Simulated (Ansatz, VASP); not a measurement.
# Two plane-wave programs on GaP

```xyz
2
Lattice="0.0000 2.7530 2.7530 2.7530 0.0000 2.7530 2.7530 2.7530 0.0000" Properties=species:S:1:pos:R:3 pbc="T T T"
Ga    0.0000    0.0000    0.0000
P     1.3765    1.3765    1.3765
```

Alike in both runs: functional PBE; k mesh 8 × 8 × 8; occupations gaussian, width 0.02 eV; no spin polarisation.

Ansatz relaxed the structure, and its values are those at the end. VASP's run is a single point on that final structure, the one shown.

|  | VASP | Ansatz |
| --- | --- | --- |
| version | VASP 6.6.1 | Ansatz 0.2.0 |
| potentials or method | VASP PAW PBE potentials, release 64 (Ga_d, P), cutoff 500 eV | scalar-relativistic, plane waves, PAW |
| valence electrons in the cell | 18 | 18 |

Ansatz gave:

```
gap on the k mesh at the Fermi level (eV) : 1.58
least direct gap on the mesh (eV)         : 1.58
pressure (GPa)                            : 0.0
```

Q: Estimate VASP's values.

A: gap on the k mesh at the Fermi level (eV): 1.58; least direct gap on the mesh (eV): 1.58; pressure (GPa): -0.1.
